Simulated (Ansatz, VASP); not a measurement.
Ti: VASP beside Ansatz

Contents of INCAR:

```
SYSTEM = Ti
ALGO = Normal
EDIFF = 1E-6
EDIFFG = -0.005
ENCUT = 600
GGA = CA
IBRION = 2
ISIF = 3
ISMEAR = 0
LASPH = .True.
LCHARG = .False.
LREAL = .False.
LWAVE = .False.
NELM = 100
NSW = 100
PREC = Accurate
SIGMA = 0.1
```

Contents of KPOINTS:

```
k-points
0
Gamma
  18 18 18
  0 0 0
```

Contents of POSCAR:

```
Ti
1.0
   -1.5840978701      1.5840978701      1.5840978701
    1.5840978701     -1.5840978701      1.5840978701
    1.5840978701      1.5840978701     -1.5840978701
Ti
1
Direct
    0.0000000000      0.0000000000      0.0000000000
```

Input for Ansatz:

```yaml
crystal:
  lattice:
    - [-1.5840978701, 1.5840978701, 1.5840978701]
    - [1.5840978701, -1.5840978701, 1.5840978701]
    - [1.5840978701, 1.5840978701, -1.5840978701]
  atoms:
    - { symbol: Ti, position: [0.0, 0.0, 0.0] }
basis:
  ecutwfc: 420
kpoints:
  mp_grid: { grid: [18, 18, 18] }
hamiltonian:
  xc: lda
scf:
  occupations: { method: gaussian, width: 0.1 }
output:
  forces: true
  stress: true
  eigenvalues: true
relax:
  adjacent_minimum: "off"
  f_tol: 0.005
  max_steps: 80
  cell: { stress_tol: 0.05 }
```

Alike in both runs: task relaxation of cell and atoms; functional LDA; k mesh 18 × 18 × 18; occupations gaussian, width 0.1 eV; no spin polarisation.

```csv
,VASP,Ansatz
version,VASP 6.6.1,Ansatz 0.2.0
potentials or method,"VASP PAW LDA potentials, release 64 (Ti_sv), cutoff 600 eV","scalar-relativistic, plane waves, PAW"
valence electrons in the cell,12,12
```

VASP gave:

```
gap on the k mesh at the Fermi level, each at its own relaxed structure (eV) : none
relaxed volume (Å³/atom)                                                     : 15.84
relaxed cell length with the largest relative difference (Å)                 : 2.740
```

Q: What did Ansatz give for the same quantities?

A: gap on the k mesh at the Fermi level, each at its own relaxed structure (eV): none; relaxed volume (Å³/atom): 15.86; relaxed cell length with the largest relative difference (Å): 2.741.

LDA's correlation is that of Perdew and Zunger in VASP and of Perdew and Wang (1992) in Ansatz. A gap of «none» marks a metal or a gap that the smearing closes.
